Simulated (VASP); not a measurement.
# CdBiO4 (F-43m) in VASP: further runs

The runs below take CdBiO4 through single point, with PBE.

All numbers are computed with VASP 6.6.1; they aren't measurements. Logs are shortened: lines on timing, memory, paths and dates and some standing lists are left out, and cuts for length are marked.

**1. The cell of the first run**

The structure is cubic, space group F-43m (No. 216). The conventional cell has a = 6.716 Å, b = 6.716 Å, c = 6.716 Å, α = 90.00°, β = 90.00°, γ = 90.00°. Within 3.7 Å of Cd (site symmetry -43m) lie 12 O at 2.78 Å and 4 Bi at 2.91 Å. Bi (site symmetry -43m) has 12 O at 2.79 Å and 4 Cd at 2.91 Å within 3.7 Å. Within 3.1 Å of O (site symmetry 3m) lie 6 O at 2.36 to 2.39 Å and 3 Cd at 2.78 Å and 3 Bi at 2.79 Å.

The cell was generated, and may not be a known phase.

**2. Single point, PBE**

INCAR reads:

```
SYSTEM = CdBiO4
  PREC = Accurate
  ENCUT = 520
  EDIFF = 1E-6
  ISMEAR = 0
  SIGMA = 0.1
  LREAL = .False.
  LASPH = .True.
  NELM = 60
  ALGO = Normal
  ISIF = 2
  LWAVE = .False.
  LCHARG = .False.
  GGA = PE
  NBANDS = 34
```

KPOINTS reads:

```
Automatic mesh
0
Gamma
  4 4 4
  0 0 0
```

POSCAR reads:

```
CdBiO4
1.0
    0.0000000000      3.3580859407      3.3580859407
    3.3580859407      0.0000000000      3.3580859407
    3.3580859407      3.3580859407      0.0000000000
Cd Bi O
1 1 4
Direct
    0.2500000000      0.2500000000      0.2500000000
    0.0000000000      0.0000000000      0.0000000000
    0.6244066610      0.6244066610      0.6244066610
    0.1267800170      0.6244066610      0.6244066610
    0.6244066610      0.1267800170      0.6244066610
    0.6244066610      0.6244066610      0.1267800170
```

Potentials or basis: VASP PAW PBE potentials, release 64 (Cd, Bi_d, O).

On the command line:

```bash
cat potpaw_PBE.64/Cd/POTCAR potpaw_PBE.64/Bi_d/POTCAR potpaw_PBE.64/O/POTCAR > POTCAR
mpirun -np 1 vasp_std > vasp.out
```

OUTCAR:

```text
SYSTEM = CdBiO4
   PREC = Accurate
   ENCUT = 520
   EDIFF = 1E-6
   ISMEAR = 0
   LREAL = .False.
   LASPH = .True.
   NELM = 60
   ISIF = 2
   GGA = PE

 ion  position               nearest neighbor table
   1  0.250  0.250  0.250-   4 2.78   5 2.78   4 2.78   6 2.78   5 2.78   6 2.78   3 2.78   3 2.78
                             3 2.78   4 2.78   5 2.78   6 2.78   2 2.91   2 2.91   2 2.91   2 2.91
   2  0.000  0.000  0.000-   4 2.79   5 2.79   6 2.79   3 2.79   3 2.79   3 2.79   6 2.79   4 2.79
                             5 2.79   5 2.79   4 2.79   6 2.79   1 2.91   1 2.91   1 2.91   1 2.91
   3  0.624  0.624  0.624-   1 2.78   1 2.78   1 2.78   2 2.79   2 2.79   2 2.79
   4  0.127  0.624  0.624-   1 2.78   1 2.78   1 2.78   2 2.79   2 2.79   2 2.79
   5  0.624  0.127  0.624-   1 2.78   1 2.78   1 2.78   2 2.79   2 2.79   2 2.79
   6  0.624  0.624  0.127-   1 2.78   1 2.78   1 2.78   2 2.79   2 2.79   2 2.79

  LATTYP: Found a face centered cubic cell.
 ALAT       =     6.7161718814

  Lattice vectors:

 A1 = (   0.0000000000,   3.3580859407,   3.3580859407)
 A2 = (   3.3580859407,   0.0000000000,   3.3580859407)
 A3 = (   3.3580859407,   3.3580859407,   0.0000000000)

Analysis of symmetry for initial positions (statically):
=====================================================================
 Subroutine PRICEL returns:
 Original cell was already a primitive cell.

 Routine SETGRP: Setting up the symmetry group for a
 face centered cubic supercell.

 Subroutine GETGRP returns: Found 24 space group operations
 (whereof 24 operations were pure point group operations)
 out of a pool of 48 trial point group operations.

The static configuration has the point symmetry T_d .

Analysis of symmetry for dynamics (positions and initial velocities):
=====================================================================
 Subroutine PRICEL returns:
 Original cell was already a primitive cell.

 Routine SETGRP: Setting up the symmetry group for a
 face centered cubic supercell.

 Subroutine GETGRP returns: Found 24 space group operations
 (whereof 24 operations were pure point group operations)
 out of a pool of 48 trial point group operations.

The dynamic configuration has the point symmetry T_d .

 Subroutine INISYM returns: Found 24 space group operations
 (whereof 24 operations are pure point group operations),
 and found     1 'primitive' translations

----------------------------------------------------------------------------------------

                                     Primitive cell

  volume of cell :      75.7365

  direct lattice vectors                    reciprocal lattice vectors
     0.000000000  3.358085941  3.358085941    -0.148894343  0.148894343  0.148894343
     3.358085941  0.000000000  3.358085941     0.148894343 -0.148894343  0.148894343
     3.358085941  3.358085941  0.000000000     0.148894343  0.148894343 -0.148894343

  length of vectors
     4.749050681  4.749050681  4.749050681     0.257892567  0.257892567  0.257892567

  position of ions in fractional coordinates (direct lattice)
     0.250000000  0.250000000  0.250000000
     0.000000000  0.000000000  0.000000000
     0.624406661  0.624406661  0.624406661
     0.126780017  0.624406661  0.624406661
     0.624406661  0.126780017  0.624406661
     0.624406661  0.624406661  0.126780017

  ion indices of the primitive-cell ions
   primitive index   ion index
                 1           1
                 2           2
                 3           3
                 4           4
                 5           5
                 6           6

----------------------------------------------------------------------------------------

 KPOINTS: Automatic mesh

Automatic generation of k-mesh.
 Grid dimensions read from file:
 generate k-points for:    4    4    4

 Generating k-lattice:

  Cartesian coordinates                     Fractional coordinates (reciprocal lattice)
    -0.037223586  0.037223586  0.037223586     0.250000000  0.000000000  0.000000000
     0.037223586 -0.037223586  0.037223586     0.000000000  0.250000000  0.000000000
     0.037223586  0.037223586 -0.037223586     0.000000000  0.000000000  0.250000000

  Length of vectors
     0.064473142  0.064473142  0.064473142

  Shift w.r.t. Gamma in fractional coordinates (k-lattice)
     0.000000000  0.000000000  0.000000000

 Subroutine IBZKPT returns following result:
 ===========================================

 Found      8 irreducible k-points:

 Following reciprocal coordinates:
            Coordinates               Weight
  0.000000  0.000000  0.000000      1.000000
  0.250000  0.000000  0.000000      8.000000
  0.500000  0.000000  0.000000      4.000000
  0.250000  0.250000  0.000000      6.000000
  0.500000  0.250000  0.000000     24.000000
 -0.250000  0.250000  0.000000     12.000000
  0.500000  0.500000  0.000000      3.000000
 -0.250000  0.500000  0.250000      6.000000
   k-points           NKPTS =      8   k-points in BZ     NKDIM =      8   number of bands    NBANDS=     34
   number of dos      NEDOS =    301   number of ions     NIONS =      6
   total plane-waves  NPLWV =  46656
   dimension x,y,z NGX =    36 NGY =   36 NGZ =   36
   dimension x,y,z NGXF=    72 NGYF=   72 NGZF=   72
   ions per type =               1   1   4
   NGX,Y,Z   is equivalent  to a cutoff of  12.60, 12.60, 12.60 a.u.
   NGXF,Y,Z  is equivalent  to a cutoff of  25.20, 25.20, 25.20 a.u.
 SYSTEM =  CdBiO4
   PREC   = accura    normal or accurate (medium, high low for compatibility)
   ISTART =      0    job   : 0-new  1-cont  2-samecut
   ICHARG =      2    charge: 1-file 2-atom 10-const
   ISPIN  =      1    spin polarized calculation?
   LNONCOLLINEAR =      F non collinear calculations
   LSORBIT =      F    spin-orbit coupling
   LASPH  =      T    aspherical Exc in radial PAW
   ENCUT  =  520.0 eV  38.22 Ry    6.18 a.u.   8.83  8.83  8.83*2*pi/ulx,y,z
   NELM   =     60;   NELMIN=  2; NELMDL= -5     # of ELM steps
   EDIFF  = 0.1E-05   stopping-criterion for ELM
   LREAL  =      F    real-space projection
   EDIFFG = 0.1E-04   stopping-criterion for IOM
   NSW    =      0    number of steps for IOM
   IBRION =     -1    ionic relax: 0-MD 1-quasi-New 2-CG
   NFREE  =      0    steps in history (QN), initial steepest desc. (CG)
   ISIF   =      2    stress and relaxation
   ISYM   =      2    0-nonsym 1-usesym 2-fastsym
   POTIM  = 0.5000    time-step for ionic-motion
   TEBEG  =    0.0;   TEEND  =   0.0 temperature during run
   PSTRESS=    0.0 pullay stress
   NELECT =      51.0000    total number of electrons
   NUPDOWN=      -1.0000    fix difference up-down
   EMIN   =  10.00;   EMAX   =-10.00  energy-range for DOS
   EFERMI =   0.00;   METHOD = LEGACY
   ISMEAR =     0;   SIGMA  =   0.10  broadening in eV -4-tet -1-fermi 0-gaus
   EFERMI_NEDOS =   21; number of points for ismear=-14 and -15
   IALGO  =     38    algorithm
   IMIX   =      4    mixing-type and parameters
     AMIX     =   0.40;   BMIX     =  1.00
     AMIX_MAG =   1.60;   BMIX_MAG =  1.00
  volume/ion in A,a.u.               =      12.62        85.18
  Fermi-wavevector in a.u.,A,eV,Ry     =   1.434927  2.711618 28.014599  2.059015
  Thomas-Fermi vector in A             =   2.554282
   LORBIT       =      0    0 simple, 1 ext, 2 COOP (PROOUT), +10 PAW based schemes
   GGA     = PE    functional components
   LHFCALC =     F    Hartree Fock is set to
   AEXX    =    0.0000 exact exchange contribution
   IVDW    =     0    specifies the selected vdW correction
   LEPSILON=     F    determine dielectric tensor
   LRPA    =     F    only Hartree local field effects (RPA)
 non-spin polarized calculation
 Gauss-broadening in eV      SIGMA  =   0.10
  energy-cutoff  :      520.00
  volume of cell :       75.74
 maximum number of plane-waves:      2085
   NGX = 17   NGY = 17   NGZ = 17

 number of electron      51.0000008 magnetization

 Free energy of the ion-electron system (eV)
  ---------------------------------------------------
  ext. energy  EPLUGINS =         0.00000000
  ---------------------------------------------------
  free energy    TOTEN  =       -20.05145633 eV

  energy without entropy =      -20.02012448  energy(sigma->0) =      -20.03579041

 E-fermi :   5.0735     XC(G=0): -11.6433

 val. band max:        4.9992344317   @ k =   0.2500   0.0000   0.0000
 cond. band min:       5.0806366493   @ k =   0.5000   0.2500   0.0000
 fundamental gap:      0.0814022176
 Fermi energy:         5.0735434760

 k-point     1 :       0.0000    0.0000    0.0000
  band No.  band energies     occupation
      1     -18.4028      2.00000
      2     -18.4028      2.00000
      3     -18.4028      2.00000
      4     -18.3559      2.00000
      5     -18.3559      2.00000
      6     -13.9171      2.00000
[... 26 lines left out ...]
     33      13.9736      0.00000
     34      13.9736      0.00000

 k-point     2 :       0.2500    0.0000    0.0000
  band No.  band energies     occupation
      1     -18.4038      2.00000
      2     -18.4001      2.00000
      3     -18.4001      2.00000
      4     -18.3573      2.00000
      5     -18.3573      2.00000
      6     -13.6217      2.00000
[... 26 lines left out ...]
     33      13.8503      0.00000
     34      13.8503      0.00000

 k-point     3 :       0.5000    0.0000    0.0000
  band No.  band energies     occupation
      1     -18.4051      2.00000
      2     -18.3976      2.00000
      3     -18.3976      2.00000
      4     -18.3586      2.00000
      5     -18.3586      2.00000
      6     -13.1473      2.00000
[... 26 lines left out ...]
     33      13.7725      0.00000
     34      15.6458      0.00000
[... 112 lines left out ...]
 k-point     7 :       0.5000    0.5000    0.0000
  band No.  band energies     occupation
      1     -18.4111      2.00000
      2     -18.3917      2.00000
      3     -18.3917      2.00000
      4     -18.3737      2.00000
      5     -18.3506      2.00000
      6     -12.5429      2.00000
[... 26 lines left out ...]
     33      13.9533      0.00000
     34      13.9533      0.00000

 k-point     8 :      -0.2500    0.5000    0.2500
  band No.  band energies     occupation
      1     -18.4064      2.00000
      2     -18.3968      2.00000
      3     -18.3920      2.00000
      4     -18.3677      2.00000
      5     -18.3556      2.00000
      6     -12.5262      2.00000
[... 26 lines left out ...]
     33      14.0836      0.00000
     34      14.9104      0.00000

------------------------ aborting loop because EDIFF is reached ----------------------------------------

  FORCE on cell =-STRESS in cart. coord.  units (eV):
  Direction    XX          YY          ZZ          XY          YZ          ZX
  --------------------------------------------------------------------------------------
  -------------------------------------------------------------------------------------
  Total        0.0670218      0.0670218      0.0670218      0.0000000     -0.0000000      0.0000000
  in kB        1.4178196      1.4178196      1.4178196      0.0000000     -0.0000000      0.0000000
  external PRESSURE =       1.4178196 kB  Pullay stress =       0.0000000 kB

 VOLUME and BASIS-vectors are now :
 -----------------------------------------------------------------------------
  energy-cutoff  :      520.00
  volume of cell :       75.74
      direct lattice vectors                 reciprocal lattice vectors
     0.000000000  3.358085941  3.358085941    -0.148894343  0.148894343  0.148894343
     3.358085941  0.000000000  3.358085941     0.148894343 -0.148894343  0.148894343
     3.358085941  3.358085941  0.000000000     0.148894343  0.148894343 -0.148894343

 POSITION                                       TOTAL-FORCE (eV/Angst)
 -----------------------------------------------------------------------------------
      1.67904      1.67904      1.67904        -0.000000     -0.000000     -0.000000
      0.00000      0.00000      0.00000        -0.000000     -0.000000     -0.000000
      4.19362      4.19362      4.19362         0.001065      0.001065      0.001065
      4.19362      2.52255      2.52255         0.001065     -0.001065     -0.001065
      2.52255      4.19362      2.52255        -0.001065      0.001065     -0.001065
      2.52255      2.52255      4.19362        -0.001065     -0.001065      0.001065
 -----------------------------------------------------------------------------------
    total drift:                                0.000000      0.000000      0.000001

  FREE ENERGIE OF THE ION-ELECTRON SYSTEM (eV)
  ---------------------------------------------------
  free  energy   TOTEN  =       -20.0514563344 eV

  energy  without entropy=      -20.0201244764  energy(sigma->0) =      -20.03579041
```

It took 12 s on 1 thread of Intel Xeon 6975P-C (Granite Rapids), shared host; peak memory 0.21 GiB.

What came out:

```yaml
Free_energy: -20.0515 eV
Pressure: 0.1 GPa
Band_gap_on_the_k_mesh: zero (an odd number of electrons rules out a gap without spin polarisation)
```

Caveat: the k points lie up to 0.41 Å⁻¹ apart, too coarse for converged energies and pressures of a metal; spin-orbit coupling is left out, which moves the levels of the heavy elements; an odd number of electrons without spin polarisation forces a metal; a magnetic or distorted state may lie lower.

[end of part 1 of 2]

The gap in the log of VASP goes by the Fermi energy; the results here count the filled bands.